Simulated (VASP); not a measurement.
# TmHOs (P4/nmm) in VASP: a series of runs, part 2 of 2

VASP 6.6.1. The steps go on from the part before.

### 4 Single point, PBE

This run uses another cell than the first one, of 16.14 Å³/atom.

Input file INCAR:

```
SYSTEM = TmHOs
ALGO     = Normal         ! electronic algorithm
EDIFF    = 1E-6           ! SCF threshold, eV
ENCUT    = 600            ! plane-wave cutoff, eV
GGA      = PE             ! functional
GGA_COMPAT= .FALSE.      
ISIF     = 2              ! what is computed and relaxed
ISMEAR   = 0              ! smearing method
LASPH    = .TRUE.         ! aspherical terms in the spheres
LCHARG   = .FALSE.        ! write CHGCAR
LMAXMIX  = 6              ! l up to which the mixer works
LREAL    = .FALSE.        ! projectors in reciprocal space
LWAVE    = .FALSE.        ! write WAVECAR
NBANDS   = 27             ! bands
NELM     = 200            ! most SCF steps
PREC     = Accurate       ! precision mode
SIGMA    = 0.1            ! smearing width, eV
```

Input file KPOINTS:

```
k-points
0
G
  6 6 4
  0 0 0
```

Input file POSCAR:

```
TmHOs
1.0
    3.6469213707      0.0000000000      0.0000000000
    0.0000000000      3.6469213707      0.0000000000
    0.0000000000      0.0000000000      7.2798171382
Tm H Os
2 2 2
Direct
    0.5000000000      0.0000000000      0.6837656819
    0.0000000000      0.5000000000      0.3162343181
    0.0000000000      0.0000000000      0.5000000000
    0.5000000000      0.5000000000      0.5000000000
    0.0000000000      0.0000000000      0.0000000000
    0.5000000000      0.5000000000      0.0000000000
```

Potentials or basis: VASP PAW PBE potentials, release 64 (Tm_3, H, Os), 4f in core.

The run is started by

```bash
$ cat potpaw_PBE.64/Tm_3/POTCAR potpaw_PBE.64/H/POTCAR potpaw_PBE.64/Os/POTCAR > POTCAR
$ mpirun -np 1 vasp_std > vasp.out
```

OUTCAR:

```text
SYSTEM = TmHOs
   EDIFF = 1E-6
   ENCUT = 600
   GGA = PE
   ISIF = 2
   ISMEAR = 0
   LASPH = .TRUE.
   LREAL = .FALSE.
   NELM = 200
   PREC = Accurate

 ion  position               nearest neighbor table
   1  0.500  0.000  0.684-   3 2.26   4 2.26   4 2.26   3 2.26   5 2.94   6 2.94   6 2.94   5 2.94
                             2 3.72   2 3.72   2 3.72   2 3.72
   2  0.000  0.500  0.316-   3 2.26   4 2.26   3 2.26   4 2.26   5 2.94   5 2.94   6 2.94   6 2.94
                             1 3.72   1 3.72   1 3.72   1 3.72
   3  0.000  0.000  0.500-   1 2.26   2 2.26   2 2.26   1 2.26
   4  0.500  0.500  0.500-   1 2.26   2 2.26   1 2.26   2 2.26
   5  0.000  0.000  0.000-   6 2.58   6 2.58   6 2.58   6 2.58   2 2.94   1 2.94   1 2.94   2 2.94

   6  0.500  0.500  0.000-   5 2.58   5 2.58   5 2.58   5 2.58   2 2.94   2 2.94   1 2.94   1 2.94

  LATTYP: Found a simple tetragonal cell.
 ALAT       =     3.6469213707
 C/A-ratio  =     1.9961541251

  Lattice vectors:

 A1 = (   3.6469213707,   0.0000000000,   0.0000000000)
 A2 = (   0.0000000000,   3.6469213707,   0.0000000000)
 A3 = (   0.0000000000,   0.0000000000,   7.2798171382)

Analysis of symmetry for initial positions (statically):
=====================================================================
 Subroutine PRICEL returns:
 Original cell was already a primitive cell.

 Routine SETGRP: Setting up the symmetry group for a
 simple tetragonal supercell.

 Subroutine GETGRP returns: Found 16 space group operations
 (whereof  8 operations were pure point group operations)
 out of a pool of 16 trial point group operations.

The static configuration has the point symmetry D_2d.
 The point group associated with its full space group is D_4h.

Analysis of symmetry for dynamics (positions and initial velocities):
=====================================================================
 Subroutine PRICEL returns:
 Original cell was already a primitive cell.

 Routine SETGRP: Setting up the symmetry group for a
 simple tetragonal supercell.

 Subroutine GETGRP returns: Found 16 space group operations
 (whereof  8 operations were pure point group operations)
 out of a pool of 16 trial point group operations.

The dynamic configuration has the point symmetry D_2d.
 The point group associated with its full space group is D_4h.

 Subroutine INISYM returns: Found 16 space group operations
 (whereof  8 operations are pure point group operations),
 and found     1 'primitive' translations

----------------------------------------------------------------------------------------

                                     Primitive cell

  volume of cell :      96.8218

  direct lattice vectors                    reciprocal lattice vectors
     3.646921371  0.000000000  0.000000000     0.274203883  0.000000000  0.000000000
     0.000000000  3.646921371  0.000000000     0.000000000  0.274203883  0.000000000
     0.000000000  0.000000000  7.279817138     0.000000000  0.000000000  0.137366088

  length of vectors
     3.646921371  3.646921371  7.279817138     0.274203883  0.274203883  0.137366088

  position of ions in fractional coordinates (direct lattice)
     0.500000000  0.000000000  0.683765682
     0.000000000  0.500000000  0.316234318
     0.000000000  0.000000000  0.500000000
     0.500000000  0.500000000  0.500000000
     0.000000000  0.000000000  0.000000000
[... 42 lines left out ...]
  0.500000  0.000000  0.000000      2.000000
  0.166667  0.166667  0.000000      4.000000
  0.333333  0.166667  0.000000      8.000000
[... 16 lines left out ...]
  0.333333  0.000000  0.500000      4.000000
  0.500000  0.000000  0.500000      2.000000
 [... further k-points ...]
   k-points           NKPTS =     30   k-points in BZ     NKDIM =     30   number of bands    NBANDS=     27
   number of dos      NEDOS =    301   number of ions     NIONS =      6
   total plane-waves  NPLWV =  54000
   dimension x,y,z NGX =    30 NGY =   30 NGZ =   60
   dimension x,y,z NGXF=    60 NGYF=   60 NGZF=  120
   ions per type =               2   2   2
   NGX,Y,Z   is equivalent  to a cutoff of  13.68, 13.68, 13.70 a.u.
   NGXF,Y,Z  is equivalent  to a cutoff of  27.35, 27.35, 27.40 a.u.
 SYSTEM =  TmHOs
   PREC   = accura    normal or accurate (medium, high low for compatibility)
   ISTART =      0    job   : 0-new  1-cont  2-samecut
   ICHARG =      2    charge: 1-file 2-atom 10-const
   ISPIN  =      1    spin polarized calculation?
   LNONCOLLINEAR =      F non collinear calculations
   LSORBIT =      F    spin-orbit coupling
   LASPH  =      T    aspherical Exc in radial PAW
   ENCUT  =  600.0 eV  44.10 Ry    6.64 a.u.   7.28  7.28 14.54*2*pi/ulx,y,z
   NELM   =    200;   NELMIN=  2; NELMDL= -5     # of ELM steps
   EDIFF  = 0.1E-05   stopping-criterion for ELM
   LREAL  =      F    real-space projection
   EDIFFG = 0.1E-04   stopping-criterion for IOM
   NSW    =      0    number of steps for IOM
   IBRION =     -1    ionic relax: 0-MD 1-quasi-New 2-CG
   NFREE  =      0    steps in history (QN), initial steepest desc. (CG)
   ISIF   =      2    stress and relaxation
   ISYM   =      2    0-nonsym 1-usesym 2-fastsym
   POTIM  = 0.5000    time-step for ionic-motion
   TEBEG  =    0.0;   TEEND  =   0.0 temperature during run
   PSTRESS=    0.0 pullay stress
   NELECT =      36.0000    total number of electrons
   NUPDOWN=      -1.0000    fix difference up-down
   EMIN   =  10.00;   EMAX   =-10.00  energy-range for DOS
   EFERMI =   0.00;   METHOD = LEGACY
   ISMEAR =     0;   SIGMA  =   0.10  broadening in eV -4-tet -1-fermi 0-gaus
   EFERMI_NEDOS =   21; number of points for ismear=-14 and -15
   IALGO  =     38    algorithm
   IMIX   =      4    mixing-type and parameters
     AMIX     =   0.40;   BMIX     =  1.00
     AMIX_MAG =   1.60;   BMIX_MAG =  1.00
  volume/ion in A,a.u.               =      16.14       108.90
  Fermi-wavevector in a.u.,A,eV,Ry     =   1.177203  2.224590 18.855037  1.385806
  Thomas-Fermi vector in A             =   2.313553
   LORBIT       =      0    0 simple, 1 ext, 2 COOP (PROOUT), +10 PAW based schemes
   GGA     = PE    functional components
   LHFCALC =     F    Hartree Fock is set to
   AEXX    =    0.0000 exact exchange contribution
   IVDW    =     0    specifies the selected vdW correction
   LEPSILON=     F    determine dielectric tensor
   LRPA    =     F    only Hartree local field effects (RPA)
 non-spin polarized calculation
 Gauss-broadening in eV      SIGMA  =   0.10
  energy-cutoff  :      600.00
  volume of cell :       96.82
 maximum number of plane-waves:      3268
 NGX is ok and might be reduce to    30
   NGX = 15   NGY = 15   NGZ = 29

 number of electron      35.9999999 magnetization

 Free energy of the ion-electron system (eV)
  ---------------------------------------------------
  ext. energy  EPLUGINS =         0.00000000
  ---------------------------------------------------
  free energy    TOTEN  =       -38.98923252 eV

  energy without entropy =      -38.95557857  energy(sigma->0) =      -38.97240555

 E-fermi :   4.4321     XC(G=0): -10.9636

 val. band max:        4.4113666786   @ k =   0.1667   0.0000   0.2500
 cond. band min:       4.4396880760   @ k =   0.1667   0.0000   0.2500
 fundamental gap:      0.0283213974
 Fermi energy:         4.4320873975

 k-point     1 :       0.0000    0.0000    0.0000
  band No.  band energies     occupation
      1     -21.0446      2.00000
      2     -20.9005      2.00000
      3     -20.9005      2.00000
      4     -20.8454      2.00000
      5     -20.8454      2.00000
      6     -20.8314      2.00000
[... 709 lines left out ...]
     26       7.7567      0.00000
     27       9.6742      0.00000

 [... further k-points ...]

------------------------ aborting loop because EDIFF is reached ----------------------------------------

  FORCE on cell =-STRESS in cart. coord.  units (eV):
  Direction    XX          YY          ZZ          XY          YZ          ZX
  --------------------------------------------------------------------------------------
  -------------------------------------------------------------------------------------
  Total       -0.5632360     -0.5632360      1.1139811      0.0000000      0.0000000      0.0000000
  in kB       -9.3202536     -9.3202536     18.4338107      0.0000000      0.0000000      0.0000000
  external PRESSURE =      -0.0688988 kB  Pullay stress =       0.0000000 kB

 VOLUME and BASIS-vectors are now :
 -----------------------------------------------------------------------------
  energy-cutoff  :      600.00
  volume of cell :       96.82
      direct lattice vectors                 reciprocal lattice vectors
     3.646921371  0.000000000  0.000000000     0.274203883  0.000000000  0.000000000
     0.000000000  3.646921371  0.000000000     0.000000000  0.274203883  0.000000000
     0.000000000  0.000000000  7.279817138     0.000000000  0.000000000  0.137366088

 POSITION                                       TOTAL-FORCE (eV/Angst)
 -----------------------------------------------------------------------------------
      1.82346      0.00000      4.97769        -0.000000     -0.000000     -0.269247
      0.00000      1.82346      2.30213        -0.000000     -0.000000      0.269247
      0.00000      0.00000      3.63991        -0.000000      0.000000      0.000000
      1.82346      1.82346      3.63991        -0.000000     -0.000000      0.000000
      0.00000      0.00000      0.00000        -0.000000     -0.000000      0.000000
      1.82346      1.82346      0.00000         0.000000      0.000000      0.000000
 -----------------------------------------------------------------------------------
    total drift:                                0.000000      0.000000      0.000000

  FREE ENERGIE OF THE ION-ELECTRON SYSTEM (eV)
  ---------------------------------------------------
  free  energy   TOTEN  =       -38.9892325222 eV

  energy  without entropy=      -38.9555785742  energy(sigma->0) =      -38.97240555
```

It took 58 s on 1 thread of Intel Xeon 6975P-C (Granite Rapids), shared host; peak memory 0.27 GiB.

Results:

```
Free energy            : -38.9892 eV
Pressure               : 0.0 GPa
Largest force          : 0.269 eV/Å
Band gap on the k mesh : zero (bands 18 and 19 overlap by 1.12 eV)
```

Forces on the atoms (eV/Å):
```
Tm   0.000  0.000 -0.269
Tm   0.000  0.000  0.269
H    0.000  0.000  0.000
H    0.000  0.000  0.000
Os   0.000  0.000  0.000
Os   0.000  0.000  0.000
```

Caveat: spin-orbit coupling is left out, which moves the levels of the heavy elements; the 4f electrons are frozen in the core, so they carry no moment and show no levels. Spin polarisation is off, so any magnetic state and its effect on volume and gap are missing.

### 5 The runs side by side

```tsv
task	cell	k mesh	smearing	gap on the mesh (eV)	pressure (GPa)	largest force (eV/Å)
relaxation of cell and atoms	relaxed from a = 3.509, b = 3.509, c = 8.179 Å, 6 atoms, atomic positions A	5 × 5 × 2	gaussian 0.2 eV	none	0.3	0.01
single point	a = 3.624, b = 3.624, c = 7.312 Å, 6 atoms, atomic positions B	6 × 6 × 4	gaussian 0.1 eV	none	1.0	0.33
single point	a = 3.647, b = 3.647, c = 7.280 Å, 6 atoms, atomic positions C	6 × 6 × 4	gaussian 0.1 eV	none	0.0	0.27
```

Alike in all rows: level PBE; potentials or basis VASP PAW PBE potentials, release 64 (Tm_3, H, Os), 4f in core; no spin polarisation; cutoff (eV) 600.

Caveats: some runs use coarse meshes; spin-orbit coupling is left out, which moves the levels of the heavy elements; the 4f electrons are frozen in the core, so they carry no moment and show no levels.

Total energies depend on the potentials used, so only differences within one code and one set of settings carry meaning.

The gap in the log of VASP goes by the Fermi energy; the results here count the filled bands.